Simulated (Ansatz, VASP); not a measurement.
# One calculation of Ba, two programs

```
CELL_PARAMETERS angstrom
-2.68750 2.31250 2.50000
2.68750 -2.31250 2.50000
2.68750 2.31250 -2.50000
ATOMIC_POSITIONS crystal
Ba 0.00000 0.00000 0.00000
```

Change from the starting cell: strain +0.0750 x Voigt [1, -1, 0, 0, 0, 0], atoms carried along.

Alike in both runs: task single point; functional PBE; k mesh 14 × 14 × 14; occupations gaussian, width 0.15 eV; no spin polarisation.

|  | VASP | Ansatz |
| --- | --- | --- |
| version | VASP 6.6.1 | Ansatz 0.2.0 |
| potentials or method | VASP PAW PBE potentials, release 64 (Ba_sv), cutoff 520 eV | scalar-relativistic, plane waves, PAW |
| valence electrons in the cell | 10 | 10 |

Ansatz gave:

| Quantity | Value |
| --- | --- |
| gap on the k mesh at the Fermi level (eV) | none |
| pressure (GPa) | 0.2 |
| traceless stress, the component that is largest in VASP (GPa) | 0.45 |

Problem. Which values does VASP return?

Solution. gap on the k mesh at the Fermi level (eV): none; pressure (GPa): 0.3; traceless stress, the component that is largest in VASP (GPa): 0.46.

A gap of «none» marks a metal or a gap that the smearing closes.

Neither program's run includes spin-orbit coupling.
